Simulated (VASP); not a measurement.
Write the native input for VASP 6.6.1 that does the following.

| Quantity | Value |
| --- | --- |
| Task | single point |
| Functional | PBE |
| Potentials or basis | VASP PAW PBE potentials, release 64 (Y_sv) |
| Cutoff | 520 eV |
| k mesh | 6 × 6 × 1 |
| Occupations | gaussian, width 0.1 eV |
| Spin | no spin polarisation |
| Dipole correction | yes |
| Further INCAR settings | ALGO = Normal; EDIFF = 1e-06; NBANDS = 12 |

The structure of Y lies in POSCAR:

```
Y
1.0
    3.3305890000      0.0000000000      0.0000000000
   -0.0144010000      3.3305570000      0.0000000000
    0.0000000000      0.0000000000     14.0000000000
Y
1
Direct
    0.5000000000      0.5000000000      0.5000000000
```

The input as run:

INCAR

```
PREC = Accurate ; ENCUT = 520
EDIFF = 1E-6 ; ISMEAR = 0
SIGMA = 0.1 ; LREAL = F
LASPH = T ; NELM = 100
ALGO = Normal ; ISIF = 2
LWAVE = F ; LCHARG = T
LDIPOL = T ; IDIPOL = 3
DIPOL = 0.5 0.5 0.500 ; GGA = PE
LELF = T ; LVHAR = T
LVACPOTAV = T ; NBANDS = 12
```

KPOINTS

```
regular mesh
0
Gamma
  6 6 1
```

Potentials or basis: VASP PAW PBE potentials, release 64 (Y_sv).

Launch:

```sh
$ cat potpaw_PBE.64/Y_sv/POTCAR > POTCAR
$ mpirun -np 1 vasp_std > vasp.out
```

Wall time 27 s on 1 thread of Intel(R) Xeon(R) Platinum 8488C (Sapphire Rapids), on a shared host, peak memory 0.27 GiB.
